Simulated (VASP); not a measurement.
# GaN (F-43m) in VASP: further runs

Aim: see how the results for GaN move with the level of theory and the settings. Levels: PBE+D4, PBEsol+D3(BJ), revPBE. Tasks: single point.

All numbers are computed with VASP 6.6.1; they aren't measurements. Logs are shortened: lines on timing, memory, paths and dates and some standing lists are left out, and cuts for length are marked.

### Step 1. The cell of the first run

Symmetry: F-43m, No. 216, cubic system. The conventional cell has a = 4.477 Å, b = 4.477 Å, c = 4.477 Å, α = 90.00°, β = 90.00°, γ = 90.00°. Within 2.6 Å of Ga (site symmetry -43m) lie 4 N at 1.94 Å. N (site symmetry -43m) has 4 Ga at 1.94 Å within 2.6 Å.

### Step 2. Single point, PBE+D4

Contents of INCAR:

```
ALGO = Normal
EDIFF = 1E-7
ENCUT = 520
GGA = PE
ISIF = 2
ISMEAR = -1
IVDW = 13
LASPH = True
LCHARG = True
LELF = True
LREAL = False
LVHAR = True
LWAVE = False
NBANDS = 16
NELM = 100
PREC = Accurate
SIGMA = 0.05
```

Contents of KPOINTS:

```
k-points
0
Gamma
  10 10 10
```

Contents of POSCAR:

```
GaN
1.0
    0.0000000000      2.2383759866      2.2383759866
    2.2383759866      0.0000000000      2.2383759866
    2.2383759866      2.2383759866      0.0000000000
Ga N
1 1
Direct
    0.0000000000      0.0000000000      0.0000000000
    0.2500000000      0.2500000000      0.2500000000
```

Potentials or basis: VASP PAW PBE potentials, release 64 (Ga_d, N).

Command:

```bash
> cat potpaw_PBE.64/Ga_d/POTCAR potpaw_PBE.64/N/POTCAR > POTCAR
> mpirun -np 1 vasp_std > vasp.out
```

OUTCAR:

```text
EDIFF = 1E-7
   ENCUT = 520
   GGA = PE
   ISIF = 2
   ISMEAR = -1
   IVDW = 13
   LASPH = True
   LREAL = False
   NELM = 100
   PREC = Accurate

 ion  position               nearest neighbor table
   1  0.000  0.000  0.000-   2 1.94   2 1.94   2 1.94   2 1.94
   2  0.250  0.250  0.250-   1 1.94   1 1.94   1 1.94   1 1.94

  LATTYP: Found a face centered cubic cell.
 ALAT       =     4.4767519732

  Lattice vectors:

 A1 = (   0.0000000000,   2.2383759866,   2.2383759866)
 A2 = (   2.2383759866,   0.0000000000,   2.2383759866)
 A3 = (   2.2383759866,   2.2383759866,   0.0000000000)

Analysis of symmetry for initial positions (statically):
=====================================================================
 Subroutine PRICEL returns:
 Original cell was already a primitive cell.

 Routine SETGRP: Setting up the symmetry group for a
 face centered cubic supercell.

 Subroutine GETGRP returns: Found 24 space group operations
 (whereof 24 operations were pure point group operations)
 out of a pool of 48 trial point group operations.

The static configuration has the point symmetry T_d .

Analysis of symmetry for dynamics (positions and initial velocities):
=====================================================================
 Subroutine PRICEL returns:
 Original cell was already a primitive cell.

 Routine SETGRP: Setting up the symmetry group for a
 face centered cubic supercell.

 Subroutine GETGRP returns: Found 24 space group operations
 (whereof 24 operations were pure point group operations)
 out of a pool of 48 trial point group operations.

The dynamic configuration has the point symmetry T_d .

 Subroutine INISYM returns: Found 24 space group operations
 (whereof 24 operations are pure point group operations),
 and found     1 'primitive' translations

----------------------------------------------------------------------------------------

                                     Primitive cell

  volume of cell :      22.4300

  direct lattice vectors                    reciprocal lattice vectors
     0.000000000  2.238375987  2.238375987    -0.223376235  0.223376235  0.223376235
     2.238375987  0.000000000  2.238375987     0.223376235 -0.223376235  0.223376235
     2.238375987  2.238375987  0.000000000     0.223376235  0.223376235 -0.223376235

  length of vectors
     3.165541678  3.165541678  3.165541678     0.386898988  0.386898988  0.386898988

  position of ions in fractional coordinates (direct lattice)
     0.000000000  0.000000000  0.000000000
     0.250000000  0.250000000  0.250000000

  ion indices of the primitive-cell ions
   primitive index   ion index
                 1           1
                 2           2

----------------------------------------------------------------------------------------

 KPOINTS: k-points

Automatic generation of k-mesh.
 Grid dimensions read from file:
 generate k-points for:   10   10   10

 Generating k-lattice:

  Cartesian coordinates                     Fractional coordinates (reciprocal lattice)
    -0.022337623  0.022337623  0.022337623     0.100000000  0.000000000  0.000000000
     0.022337623 -0.022337623  0.022337623     0.000000000  0.100000000  0.000000000
     0.022337623  0.022337623 -0.022337623     0.000000000  0.000000000  0.100000000

  Length of vectors
     0.038689899  0.038689899  0.038689899

  Shift w.r.t. Gamma in fractional coordinates (k-lattice)
     0.000000000  0.000000000  0.000000000

 Subroutine IBZKPT returns following result:
 ===========================================

 Found     47 irreducible k-points:

 Following reciprocal coordinates:
            Coordinates               Weight
  0.000000  0.000000  0.000000      1.000000
  0.100000  0.000000  0.000000      8.000000
  0.200000  0.000000  0.000000      8.000000
  0.300000  0.000000  0.000000      8.000000
  0.400000  0.000000  0.000000      8.000000
  0.500000  0.000000  0.000000      4.000000
[... 16 lines left out ...]
  0.300000  0.300000  0.000000      6.000000
  0.400000  0.300000  0.000000     24.000000
 [... further k-points ...]
   k-points           NKPTS =     47   k-points in BZ     NKDIM =     47   number of bands    NBANDS=     16
   number of dos      NEDOS =    301   number of ions     NIONS =      2
   total plane-waves  NPLWV =  13824
   dimension x,y,z NGX =    24 NGY =   24 NGZ =   24
   dimension x,y,z NGXF=    48 NGYF=   48 NGZF=   48
   ions per type =               1   1
   NGX,Y,Z   is equivalent  to a cutoff of  12.60, 12.60, 12.60 a.u.
   NGXF,Y,Z  is equivalent  to a cutoff of  25.21, 25.21, 25.21 a.u.
 SYSTEM =  unknown system
   PREC   = accura    normal or accurate (medium, high low for compatibility)
   ISTART =      0    job   : 0-new  1-cont  2-samecut
   ICHARG =      2    charge: 1-file 2-atom 10-const
   ISPIN  =      1    spin polarized calculation?
   LNONCOLLINEAR =      F non collinear calculations
   LSORBIT =      F    spin-orbit coupling
   LASPH  =      T    aspherical Exc in radial PAW
   ENCUT  =  520.0 eV  38.22 Ry    6.18 a.u.   5.89  5.89  5.89*2*pi/ulx,y,z
   NELM   =    100;   NELMIN=  2; NELMDL= -5     # of ELM steps
   EDIFF  = 0.1E-06   stopping-criterion for ELM
   LREAL  =      F    real-space projection
   EDIFFG = 0.1E-05   stopping-criterion for IOM
   NSW    =      0    number of steps for IOM
   IBRION =     -1    ionic relax: 0-MD 1-quasi-New 2-CG
   NFREE  =      0    steps in history (QN), initial steepest desc. (CG)
   ISIF   =      2    stress and relaxation
   ISYM   =      2    0-nonsym 1-usesym 2-fastsym
   POTIM  = 0.5000    time-step for ionic-motion
   TEBEG  =    0.0;   TEEND  =   0.0 temperature during run
   PSTRESS=    0.0 pullay stress
   NELECT =      18.0000    total number of electrons
   NUPDOWN=      -1.0000    fix difference up-down
   EMIN   =  10.00;   EMAX   =-10.00  energy-range for DOS
   EFERMI =   0.00;   METHOD = LEGACY
   ISMEAR =    -1;   SIGMA  =   0.05  broadening in eV -4-tet -1-fermi 0-gaus
   EFERMI_NEDOS =   21; number of points for ismear=-14 and -15
   IALGO  =     38    algorithm
   IMIX   =      4    mixing-type and parameters
     AMIX     =   0.40;   BMIX     =  1.00
     AMIX_MAG =   1.60;   BMIX_MAG =  1.00
  volume/ion in A,a.u.               =      11.21        75.68
  Fermi-wavevector in a.u.,A,eV,Ry     =   1.521327  2.874892 31.489820  2.314436
  Thomas-Fermi vector in A             =   2.630057
   LORBIT       =      0    0 simple, 1 ext, 2 COOP (PROOUT), +10 PAW based schemes
   GGA     = PE    functional components
   LHFCALC =     F    Hartree Fock is set to
   AEXX    =    0.0000 exact exchange contribution
   IVDW    =    13    specifies the selected vdW correction
   LEPSILON=     F    determine dielectric tensor
   LRPA    =     F    only Hartree local field effects (RPA)
 non-spin polarized calculation
  energy-cutoff  :      520.00
  volume of cell :       22.43
 maximum number of plane-waves:       620
   NGX = 11   NGY = 11   NGZ = 11

 number of electron      18.0000015 magnetization

 Free energy of the ion-electron system (eV)
  ---------------------------------------------------
  ext. energy  EPLUGINS =         0.00000000
  ---------------------------------------------------
  free energy    TOTEN  =       -12.12274933 eV

  energy without entropy =      -12.12274933  energy(sigma->0) =      -12.12274933

 E-fermi :   6.4741     XC(G=0): -11.7753

 val. band max:        5.5033977473   @ k =   0.0000   0.0000   0.0000
 cond. band min:       7.3584284337   @ k =   0.0000   0.0000   0.0000
 fundamental gap:      1.8550306864
 Fermi energy:         6.4741096907

 k-point     1 :       0.0000    0.0000    0.0000
  band No.  band energies     occupation
      1     -10.6050      2.00000
      2      -7.9563      2.00000
      3      -7.9563      2.00000
      4      -7.9563      2.00000
      5      -7.6155      2.00000
      6      -7.6155      2.00000
[... 8 lines left out ...]
     15      24.5132      0.00000
     16      24.5132      0.00000

 k-point     2 :       0.1000    0.0000    0.0000
  band No.  band energies     occupation
      1     -10.4902      2.00000
      2      -7.9418      2.00000
      3      -7.9418      2.00000
      4      -7.9188      2.00000
      5      -7.6169      2.00000
      6      -7.6169      2.00000
[... 8 lines left out ...]
     15      23.1977      0.00000
     16      23.2363      0.00000

 k-point     3 :       0.2000    0.0000    0.0000
  band No.  band energies     occupation
      1     -10.1986      2.00000
      2      -7.9083      2.00000
      3      -7.9083      2.00000
      4      -7.7600      2.00000
      5      -7.6157      2.00000
      6      -7.6157      2.00000
[... 8 lines left out ...]
     15      22.4242      0.00000
     16      22.4242      0.00000

 k-point     4 :       0.3000    0.0000    0.0000
  band No.  band energies     occupation
      1      -9.8822      2.00000
      2      -7.8785      2.00000
      3      -7.8785      2.00000
      4      -7.6014      2.00000
      5      -7.6014      2.00000
      6      -7.3661      2.00000
[... 8 lines left out ...]
     15      22.9309      0.00000
     16      22.9309      0.00000
[... 324 lines left out ...]
 k-point    22 :      -0.2000    0.2000    0.0000
  band No.  band energies     occupation
      1      -9.7848      2.00000
      2      -7.8615      2.00000
      3      -7.8458      2.00000
      4      -7.6393      2.00000
      5      -7.6328      2.00000
      6      -7.1848      2.00000
[... 8 lines left out ...]
     15      23.0907      0.00000
     16      26.3167      0.00000

 k-point    23 :       0.3000    0.3000    0.0000
  band No.  band energies     occupation
      1      -9.6915      2.00000
      2      -7.8045      2.00000
      3      -7.7548      2.00000
      4      -7.7548      2.00000
      5      -7.5623      2.00000
      6      -7.1765      2.00000
[... 8 lines left out ...]
     15      27.7382      0.00000
     16      28.3074      0.00000

 k-point    24 :       0.4000    0.3000    0.0000
  band No.  band energies     occupation
      1      -9.5618      2.00000
      2      -7.8225      2.00000
      3      -7.7185      2.00000
      4      -7.7177      2.00000
      5      -7.5516      2.00000
      6      -6.7178      2.00000
[... 8 lines left out ...]
     15      28.1495      0.00000
     16      28.1526      0.00000

 [... further k-points ...]

------------------------ aborting loop because EDIFF is reached ----------------------------------------

  DFT-D4 for vdW energy calculation

  Edisp (eV):   -0.81753

  FORCE on cell =-STRESS in cart. coord.  units (eV):
  Direction    XX          YY          ZZ          XY          YZ          ZX
  --------------------------------------------------------------------------------------
  -------------------------------------------------------------------------------------
  Total       0.45114     0.45114     0.45114     0.00000     0.00000    -0.00000
  in kB      32.22504    32.22504    32.22504     0.00000     0.00000    -0.00000
  external pressure =       32.23 kB  Pullay stress =        0.00 kB

 VOLUME and BASIS-vectors are now :
 -----------------------------------------------------------------------------
  energy-cutoff  :      520.00
  volume of cell :       22.43
      direct lattice vectors                 reciprocal lattice vectors
     0.000000000  2.238375987  2.238375987    -0.223376235  0.223376235  0.223376235
     2.238375987  0.000000000  2.238375987     0.223376235 -0.223376235  0.223376235
     2.238375987  2.238375987  0.000000000     0.223376235  0.223376235 -0.223376235

 POSITION                                       TOTAL-FORCE (eV/Angst)
 -----------------------------------------------------------------------------------
      0.00000      0.00000      0.00000         0.000000     -0.000000     -0.000000
      1.11919      1.11919      1.11919        -0.000000      0.000000      0.000000
 -----------------------------------------------------------------------------------
    total drift:                                0.000002      0.000002      0.000002

  FREE ENERGIE OF THE ION-ELECTRON SYSTEM (eV)
  ---------------------------------------------------
  free  energy   TOTEN  =       -12.9402818251 eV

  energy  without entropy=      -12.9402818251  energy(sigma->0) =      -12.94028183
```

Run time: 8.9 s. Hardware: 1 thread of Intel Xeon 6975P-C, shared host; peak memory 0.15 GiB.

Results:

```yaml
Free_energy: -12.9403 eV
Pressure: 3.2 GPa
Band_gap_on_the_k_mesh: 1.85 eV, direct
Dispersion_energy_per_atom: -0.409 eV
```

Levels at points of the mesh, in eV from the valence-band top:
```tsv
k point	band 7	band 8	band 9	band 10	band 11	band 12
(0.00, 0.00, 0.00)	0.00	0.00	0.00	1.85	10.43	10.43
(0.50, 0.00, 0.00)	-7.17	-0.99	-0.99	4.78	8.83	10.47
(0.50, 0.50, 0.00)	-6.21	-2.77	-2.77	3.36	6.78	11.85
```

PBE gaps usually lie below the measured ones, often by a third to a half.

### Step 3. Single point, PBE+D4

This run uses another cell than the first one, of 11.44 Å³/atom, 1.020 times its volume.

Contents of INCAR:

```
PREC = Accurate
ENCUT = 520
EDIFF = 1E-6
ISMEAR = -1
SIGMA = 0.05
LREAL = False
LASPH = True
NELM = 60
ALGO = Normal
ISIF = 2
LWAVE = False
LCHARG = False
GGA = PE
IVDW = 13
NBANDS = 16
```

Contents of KPOINTS:

```
regular mesh
0
Gamma
  10 10 10
```

Contents of POSCAR:

```
GaN
1.0
    0.0000000000      2.2535006075      2.2535006075
    2.2535006075      0.0000000000      2.2535006075
    2.2535006075      2.2535006075      0.0000000000
Ga N
1 1
Direct
    0.0000000000      0.0000000000      0.0000000000
    0.2500000000      0.2500000000      0.2500000000
```

Potentials or basis: VASP PAW PBE potentials, release 64 (Ga_d, N).

Command:

```bash
> cat potpaw_PBE.64/Ga_d/POTCAR potpaw_PBE.64/N/POTCAR > POTCAR
> mpirun -np 1 vasp_std > vasp.out
```

It took 10 s on 1 thread of Intel Xeon 6975P-C, shared host; peak memory 0.15 GiB.

The run converged. Its results:

```
Free energy                : -12.9442 eV
Pressure                   : -0.6 GPa
Band gap on the k mesh     : 1.72 eV, direct
Dispersion energy per atom : -0.400 eV
```

Levels at points of the mesh, in eV from the valence-band top:
```csv
k point,band 7,band 8,band 9,band 10,band 11,band 12
"(0.00, 0.00, 0.00)",0.00,0.00,0.00,1.72,10.30,10.30
"(0.50, 0.00, 0.00)",-7.04,-0.97,-0.97,4.64,8.73,10.37
"(0.50, 0.50, 0.00)",-6.12,-2.70,-2.70,3.35,6.66,11.71
```

PBE gaps usually lie below the measured ones, often by a third to a half.

[end of part 1 of 3]
